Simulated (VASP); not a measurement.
# SiC5 (P6/mmm) in VASP: further runs, part 2 of 2

VASP 6.6.1.

### 4 Single point, PBE

This run uses another cell than the first one, of 12.81 Å³/atom.

Contents of INCAR:

```
PREC = Accurate ; ENCUT = 520
EDIFF = 1E-6 ; ISMEAR = 0
SIGMA = 0.1 ; LREAL = False
LASPH = True ; NELM = 80
ALGO = Normal ; ISIF = 2
LWAVE = False ; LCHARG = False
GGA = PE ; NBANDS = 21
```

Contents of KPOINTS:

```
Automatic mesh
0
Gamma
  12 12 6
```

Contents of POSCAR:

```
SiC5
1.0
    3.3113309827      0.0000000000      0.0000000000
   -1.6556654914      2.8676967514      0.0000000000
    0.0000000000      0.0000000000      8.0945074545
Si C
1 5
Direct
    0.0000000000      0.0000000000      0.5000000000
    0.0000000000      0.5000000000      0.0000000000
    0.5000000000      0.0000000000      0.0000000000
    0.5000000000      0.5000000000      0.0000000000
    0.6666666667      0.3333333333      0.5000000000
    0.3333333333      0.6666666667      0.5000000000
```

Potentials or basis: VASP PAW PBE potentials, release 64 (Si, C).

On the command line:

```bash
cat potpaw_PBE.64/Si/POTCAR potpaw_PBE.64/C/POTCAR > POTCAR
mpirun -np 1 vasp_std > vasp.out
```

OUTCAR:

```text
PREC = Accurate
   ENCUT = 520
   EDIFF = 1E-6
   ISMEAR = 0
   LREAL = False
   LASPH = True
   NELM = 80
   ISIF = 2
   GGA = PE

 ion  position               nearest neighbor table
   1  0.000  0.000  0.500-   5 1.91   6 1.91   5 1.91   6 1.91   5 1.91   6 1.91
   2  0.000  0.500  0.000-   4 1.66   4 1.66   3 1.66   3 1.66
   3  0.500  0.000  0.000-   2 1.66   2 1.66   4 1.66   4 1.66
   4  0.500  0.500  0.000-   2 1.66   2 1.66   3 1.66   3 1.66
   5  0.667  0.333  0.500-   6 1.91   1 1.91   6 1.91   1 1.91   1 1.91   6 1.91
   6  0.333  0.667  0.500-   5 1.91   1 1.91   5 1.91   1 1.91   1 1.91   5 1.91
[... 784 lines left out ...]
  -------------------------------------------------------------------------------------
  Total        0.0257620      0.0257620     -0.0425540     -0.0000000     -0.0000000      0.0000000
  in kB        0.5369882      0.5369882     -0.8870016     -0.0000000     -0.0000000      0.0000000
  external PRESSURE =       0.0623250 kB  Pullay stress =       0.0000000 kB

 VOLUME and BASIS-vectors are now :
 -----------------------------------------------------------------------------
  energy-cutoff  :      520.00
  volume of cell :       76.86
      direct lattice vectors                 reciprocal lattice vectors
     3.311330983  0.000000000  0.000000000     0.301993369  0.174355953  0.000000000
    -1.655665491  2.867696751  0.000000000     0.000000000  0.348711906  0.000000000
     0.000000000  0.000000000  8.094507455     0.000000000  0.000000000  0.123540562

 POSITION                                       TOTAL-FORCE (eV/Angst)
 -----------------------------------------------------------------------------------
      0.00000      0.00000      4.04725        -0.000000     -0.000000      0.000000
     -0.82783      1.43385      0.00000        -0.000000     -0.000000      0.000000
      1.65567      0.00000      0.00000        -0.000000     -0.000000      0.000000
      0.82783      1.43385      0.00000        -0.000000     -0.000000      0.000000
      1.65567      0.95590      4.04725         0.000000     -0.000000      0.000000
     -0.00000      1.91180      4.04725        -0.000000      0.000000      0.000000
 -----------------------------------------------------------------------------------
    total drift:                                0.000000     -0.000000     -0.000000

  FREE ENERGIE OF THE ION-ELECTRON SYSTEM (eV)
  ---------------------------------------------------
  free  energy   TOTEN  =       -35.0080165376 eV

  energy  without entropy=      -34.9937560817  energy(sigma->0) =      -35.00088631
```

It took 3.6 min on 1 thread of Intel Xeon 8259CL, shared host; peak memory 0.25 GiB.

Results:

```
Free energy            : -35.0080 eV
Pressure               : 0.0 GPa
Band gap on the k mesh : zero (bands 12 and 13 overlap by 2.64 eV)
```

Levels at points of the mesh, in eV from the Fermi level:
```tsv
k point	band 8	band 9	band 10	band 11	band 12	band 13	band 14	band 15	band 16	band 17
(0.00, 0.00, 0.00)	-4.67	-4.67	-3.01	-2.82	-2.82	-2.09	-2.09	1.61	3.31	4.15
(0.50, 0.00, 0.00)	-4.60	-3.89	-3.08	-2.20	-1.18	3.36	3.37	3.45	3.98	4.64
(0.00, 0.00, 0.50)	-4.67	-4.67	-3.01	-2.82	-2.82	-2.09	-2.09	2.06	3.31	4.15
(0.50, 0.00, 0.50)	-4.60	-3.73	-3.27	-2.00	-1.44	3.35	3.36	3.46	3.98	4.82
```

### 5 Relaxation of cell and atoms, PBE

Contents of INCAR:

```
ALGO = Normal
EDIFF = 1E-6
EDIFFG = -0.01
ENCUT = 600
GGA = PE
IBRION = 2
ISIF = 3
ISMEAR = 0
LASPH = True
LCHARG = False
LREAL = False
LWAVE = False
NELM = 60
NSW = 100
PREC = Accurate
SIGMA = 0.1
```

Contents of KPOINTS:

```
k-points
0
Gamma
  12 12 6
```

Changes to POSCAR since step 4:

```diff
@@ -2,5 +2,5 @@
 1.0
-    3.3113309827      0.0000000000      0.0000000000
-   -1.6556654914      2.8676967514      0.0000000000
-    0.0000000000      0.0000000000      8.0945074545
+    3.3326078876      0.0000000000      0.0000000000
+   -1.6663039438      2.8861230915      0.0000000000
+    0.0000000000      0.0000000000      8.4129058688
 Si C
```

On the command line:

```bash
cat potpaw_PBE.64/Si/POTCAR potpaw_PBE.64/C/POTCAR > POTCAR
mpirun -np 1 vasp_std > vasp.out
```

It took 28 min on 1 thread of Intel Xeon 8259CL, shared host; peak memory 0.29 GiB.

The run converged. Its results:

| Item | Value |
| --- | --- |
| Free energy | -35.0193 eV |
| Relaxed volume | 12.00 Å³/atom |
| Relaxed cell | a = 3.310 Å, b = 3.310 Å, c = 7.584 Å, α = 90.00°, β = 90.00°, γ = 120.00° |
| Space group after relaxing (to 0.1 Å) | P6/mmm (No. 191) |
| Energy gained by relaxing | 3.0 meV/atom |
| Ionic steps | 15 |
| Pressure after relaxing | 0.1 GPa |
| Band gap on the k mesh | zero (bands 12 and 13 overlap by 2.80 eV) |

The path:
```csv
step,energy change (eV),largest force (eV/Å),pressure (GPa),volume (Å³)
1,0.0000,0.0000,-2.27,80.92
2,0.0037,0.0000,2.57,78.70
3,-0.0106,0.0000,-0.10,79.88
4,-0.0106,0.0000,-0.06,79.86
5,-0.0107,0.0000,-0.07,79.78
6,-0.0111,0.0000,-0.05,79.53
7,-0.0120,0.0000,-0.04,79.02
8,-0.0135,0.0000,-0.01,78.01
9,-0.0161,0.0000,0.08,75.98
10,-0.0178,0.0000,0.50,71.94
11,-0.0180,0.0000,0.32,71.87
12,-0.0180,0.0000,0.18,71.81
13,-0.0180,0.0000,0.15,71.80
14,-0.0181,0.0000,0.14,71.84
15,-0.0181,0.0000,0.07,71.97
```

Final structure:
```xyz
6
Lattice="3.3103 0.0000 0.0000 -1.6551 2.8668 0.0000 0.0000 0.0000 7.5841" Properties=species:S:1:pos:R:3 pbc="T T T"
Si    0.0000    0.0000    3.7920
C    -0.8276    1.4334    0.0000
C     1.6551    0.0000    0.0000
C     0.8276    1.4334    0.0000
C     1.6551    0.9556    3.7920
C     0.0000    1.9112    3.7920
```

Levels at points of the mesh, in eV from the Fermi level:
| k point | band 9 | band 10 | band 11 | band 12 | band 13 | band 14 | band 15 | band 16 |
| --- | --- | --- | --- | --- | --- | --- | --- | --- |
| (0.00, 0.00, 0.00) | -4.69 | -3.00 | -2.82 | -2.82 | -2.10 | -2.10 | 1.66 | 3.32 |
| (0.50, 0.00, 0.00) | -4.05 | -2.93 | -2.36 | -1.02 | 3.35 | 3.37 | 3.41 | 3.98 |
| (0.00, 0.00, 0.50) | -4.69 | -3.00 | -2.82 | -2.82 | -2.10 | -2.10 | 2.23 | 3.32 |
| (0.50, 0.00, 0.50) | -3.77 | -3.28 | -2.00 | -1.49 | 3.35 | 3.36 | 3.43 | 3.98 |

### 6 Summary

| task | spin | cell | k mesh | cutoff (eV) | gap on the mesh (eV) | pressure (GPa) |
| --- | --- | --- | --- | --- | --- | --- |
| single point | off | a = 3.333, b = 3.333, c = 8.413 Å, angles 90.0, 90.0, 120.0°, 6 atoms | 6 × 6 × 4 | 520 | none | 0.1 |
| single point | collinear | a = 3.333, b = 3.333, c = 8.413 Å, angles 90.0, 90.0, 120.0°, 6 atoms | 6 × 6 × 2 | 520 | none | 0.1 |
| single point | off | a = 3.311, b = 3.311, c = 8.095 Å, angles 90.0, 90.0, 120.0°, 6 atoms | 12 × 12 × 6 | 520 | none | 0.0 |
| relaxation of cell and atoms | off | relaxed from a = 3.333, b = 3.333, c = 8.413 Å, angles 90.0, 90.0, 120.0°, 6 atoms | 12 × 12 × 6 | 600 | none | 0.1 |

Alike in all rows: level PBE; potentials or basis VASP PAW PBE potentials, release 64 (Si, C); smearing gaussian 0.1 eV.

Caveats: some runs use coarse meshes.

Total energies depend on the potentials used, so only differences within one code and one set of settings carry meaning.
